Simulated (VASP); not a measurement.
Set up this calculation in VASP 6.6.1, as the native input.

| Quantity | Value |
| --- | --- |
| Task | single point |
| Functional | r2SCAN |
| Potentials or basis | VASP PAW PBE potentials, release 64 (Sn_d, Te) |
| Cutoff | 520 eV |
| k mesh | 8 × 8 × 8 |
| Occupations | fermi-dirac, width 0.02 eV |
| Spin | no spin polarisation |
| Dipole correction | no |
| Further INCAR settings | ALGO = Normal; EDIFF = 1e-07; NBANDS = 17 |

SnTe:

```
Sn Te
1.0
     0.00000    3.28501    3.18144
     3.28501    0.00000    3.18144
     3.28501    3.28501    0.00000
Sn Te
1 1
Direct
  0.00000 0.00000 0.00000
  0.50000 0.50000 0.50000
```

This cell differs from its parent crystal: epitaxial xy strain +3.0%.

The input as run:

POSCAR

```
SnTe
1.0
    0.0000000000      3.2850102558      3.1814387182
    3.2850102558      0.0000000000      3.1814387182
    3.2850102558      3.2850102558      0.0000000000
Sn Te
1 1
Direct
    0.0000000000      0.0000000000      0.0000000000
    0.5000000000      0.5000000000      0.5000000000
```

INCAR.step1

```
PREC = Accurate ; ENCUT = 520
ISMEAR = -1 ; SIGMA = 0.02
LREAL = F ; LASPH = T
NELM = 100 ; NBANDS = 17
GGA = PE ; ALGO = Normal
EDIFF = 1E-4 ; LWAVE = T
LCHARG = F
```

INCAR.step2

```
PREC = Accurate ; ENCUT = 520
EDIFF = 1E-7 ; ISMEAR = -1
SIGMA = 0.02 ; LREAL = F
LASPH = T ; NELM = 100
ALGO = Normal ; ISIF = 2
LWAVE = F ; LCHARG = F
METAGGA = R2SCAN ; LMIXTAU = T
NBANDS = 17 ; ISTART = 1
```

KPOINTS

```
Automatic mesh
0
Gamma
  8 8 8
```

Potentials or basis: VASP PAW PBE potentials, release 64 (Sn_d, Te).

Launch:

```sh
$ cat potpaw_PBE.64/Sn_d/POTCAR potpaw_PBE.64/Te/POTCAR > POTCAR
$ cp INCAR.step1 INCAR
$ mpirun -np 1 vasp_std > vasp.out
$ cp INCAR.step2 INCAR
$ mpirun -np 1 vasp_std > vasp.out
```

It gave:

| Quantity | Value |
| --- | --- |
| Pressure | -2.2 GPa |
| Band gap on the k mesh | 0.24 eV, direct |

Caveat: the cell differs from its parent crystal (epitaxial xy strain +3.0%); the PAW data sets were made with another functional, which shifts forces and pressure a little; spin-orbit coupling is left out, which moves the levels of the heavy elements.

Wall time 110 s on 1 thread of Intel(R) Xeon(R) 6975P-C (Granite Rapids) (shared host), peak memory 0.26 GiB.
